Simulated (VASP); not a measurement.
HfO2:

```
Hf O
1.0
     3.24108    0.00000    0.00000
    -1.62054    2.80686    0.00000
     0.00000    0.00000    5.23820
Hf O
1 2
Direct
  0.00000 0.00000 0.00000
  0.33333 0.66667 0.18531
  0.66667 0.33333 0.81469
```

| Item | Value |
| --- | --- |
| Program | VASP 6.6.1 |
| Task | relaxation of shape and atoms at fixed volume |
| Functional | PBEsol |
| Potentials or basis | VASP PAW PBE potentials, release 64 (Hf_pv, O) |
| Cutoff | 600 eV |
| k mesh | 12 × 12 × 6 |
| Occupations | gaussian, width 0.05 eV |
| Spin | no spin polarisation |

At the start: pressure -5.5 GPa; volume 15.88 Å³/atom.

Problem. How do energy, volume and symmetry change on relaxing?

Solution. Over 6 steps the energy falls by 8.2 meV/atom; space group P-3m1 (No. 164, to 0.1 Å) before and after.

The path:
```tsv
step	energy change (eV)	largest force (eV/Å)	pressure (GPa)	volume (Å³)
1	0.0000	0.4678	-5.47	47.65
2	-0.0210	0.1139	-2.20	47.65
3	-0.0236	0.0633	-0.54	47.65
4	-0.0236	0.0759	-0.46	47.65
5	-0.0245	0.0161	-0.23	47.65
6	-0.0246	0.0093	-0.21	47.65
```

Final structure:
```
CELL_PARAMETERS angstrom
3.20858 0.00000 0.00000
-1.60429 2.77871 0.00000
0.00000 0.00000 5.34487
ATOMIC_POSITIONS crystal
Hf 0.00000 0.00000 0.00000
O 0.33333 0.66667 0.17935
O 0.66667 0.33333 0.82065
```

Caveat: the PAW data sets were made with another functional, which shifts forces and pressure a little.
